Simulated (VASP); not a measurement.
The system is Sc2H3F3.

```
Sc H F
1.0
     4.12235    0.00000    0.00000
     0.00000    4.12235    0.00000
     0.00000    0.00000    8.24470
Sc H F
2 3 3
Direct
  0.00000 0.00000 0.75000
  0.00000 0.00000 0.25000
  0.50000 0.00000 0.75000
  0.00000 0.50000 0.25000
  0.00000 0.00000 0.00000
  0.50000 0.00000 0.25000
  0.00000 0.50000 0.75000
  0.00000 0.00000 0.50000
```

- Program: VASP 6.6.1
- Task: relaxation of cell and atoms
- Functional: PBE
- Potentials or basis: VASP PAW PBE potentials, release 64 (Sc_sv, H, F)
- Cutoff: 600 eV
- k mesh: 4 × 4 × 2
- Occupations: gaussian, width 0.1 eV
- Spin: no spin polarisation

At the start: pressure -4.6 GPa; volume 17.51 Å³/atom.

Q: Where does the relaxation end?

A: Over 19 steps the energy falls by 29.0 meV/atom and the volume is 15.88 Å³/atom (-9.4 %); space group P-4m2 (No. 115, to 0.05 Å).

Step by step:
```tsv
step	energy change (eV)	largest force (eV/Å)	pressure (GPa)	volume (Å³)
1	0.0000	0.1252	-4.57	140.11
2	-0.1712	0.3783	-0.60	130.22
3	-0.1739	0.4296	0.05	128.94
4	-0.1859	0.1696	0.03	128.42
5	-0.1863	0.1782	0.05	128.30
6	-0.1928	0.1725	0.03	128.20
7	-0.1992	0.1557	0.05	127.93
8	-0.2040	0.1429	0.05	127.90
9	-0.2155	0.1034	0.03	127.82
10	-0.2243	0.1138	-0.01	127.66
11	-0.2257	0.0924	-0.07	127.61
12	-0.2259	0.0642	-0.06	127.63
13	-0.2268	0.0601	0.03	127.48
14	-0.2285	0.0503	0.28	127.03
15	-0.2280	0.0961	0.77	126.15
16	-0.2289	0.0460	0.47	126.67
17	-0.2293	0.0452	0.47	126.70
18	-0.2303	0.0431	0.40	126.80
19	-0.2319	0.0380	0.27	127.00
```

Final structure:
```
Sc H F
1.0
     3.99650    0.00000    0.00000
     0.00000    3.99650    0.00000
     0.00000    0.00000    7.95165
Sc H F
2 3 3
Direct
  0.00000 0.00000 0.75674
  0.00000 0.00000 0.24326
  0.50000 0.00000 0.77764
  0.00000 0.50000 0.22236
  0.00000 0.00000 0.00000
  0.50000 0.00000 0.24428
  0.00000 0.50000 0.75572
  0.00000 0.00000 0.50000
```
